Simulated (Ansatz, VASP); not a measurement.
**One calculation of O, two programs**

INCAR

```
PREC     = Accurate       # precision mode
ENCUT    = 520            # plane-wave cutoff, eV
EDIFF    = 1E-8           # SCF threshold, eV
ISMEAR   = -1             # smearing method
SIGMA    = 0.01           # smearing width, eV
LREAL    = F              # projectors in reciprocal space
LASPH    = T              # aspherical terms in the spheres
NELM     = 60             # most SCF steps
ALGO     = Normal         # electronic algorithm
ISIF     = 2              # what is computed and relaxed
LWAVE    = F              # write WAVECAR
LCHARG   = F              # write CHGCAR
GGA      = RP             # functional
LEFG     = T            
NBANDS   = 13             # bands
```

Contents of KPOINTS:

```
Automatic mesh
0
Gamma
  12 12 12
```

Contents of POSCAR:

```
O
1.0
    0.0000000000      2.1510092115      3.2110560000
    1.5088346506      0.0000000000      3.2110560000
    1.5088346506      2.1510092115      0.0000000000
O
2
Direct
    0.0871000000      0.0871000000      0.9129000000
    0.9129000000      0.9129000000      0.0871000000
```

Input for Ansatz:

```yaml
crystal:
  lattice:
    - [0.0, 2.1510092115, 3.211056]
    - [1.5088346506, 0.0, 3.211056]
    - [1.5088346506, 2.1510092115, 0.0]
  atoms:
    - { symbol: O, position: [0.0871, 0.0871, 0.9129] }
    - { symbol: O, position: [0.9129, 0.9129, 0.0871] }
kpoints:
  mp_grid: { grid: [12, 12, 12] }
scf:
  occupations: { method: fermi_dirac, width: 0.01 }
hamiltonian:
  xc: rpbe
  pseudopotentials: { kind: all_electron, datasets: crystal }
output:
  forces: true
  stress: true
  eigenvalues: true
  efg: { contact_densities: true }
```

Alike in both runs: task electric field gradients; functional RPBE; k mesh 12 × 12 × 12; occupations fermi-dirac, width 0.01 eV; no spin polarisation.

```csv
,VASP,Ansatz
version,VASP 6.6.1,Ansatz 0.2.0
potentials or method,"VASP PAW PBE potentials, release 64 (O), cutoff 520 eV","all-electron PAW with datasets made for the crystal, scalar-relativistic"
```

|  | VASP | Ansatz | Ansatz less VASP |
| --- | --- | --- | --- |
| gap on the k mesh at the Fermi level (eV) | none | none | - |
| rms of the force components (eV/Å) | 7.174 | 5.529 | -1.6452 |

VASP's potentials were made for PBE, not for RPBE. Atom by atom the forces differ by 1.645 eV/Å (rms over components). A gap of «none» marks a metal or a gap that the smearing closes. Ansatz ran all-electron here, and VASP with PAW potentials.

Noted on VASP's run: the standard files for N, O and F lose accuracy on very short bonds; spin is off for a triplet molecule.
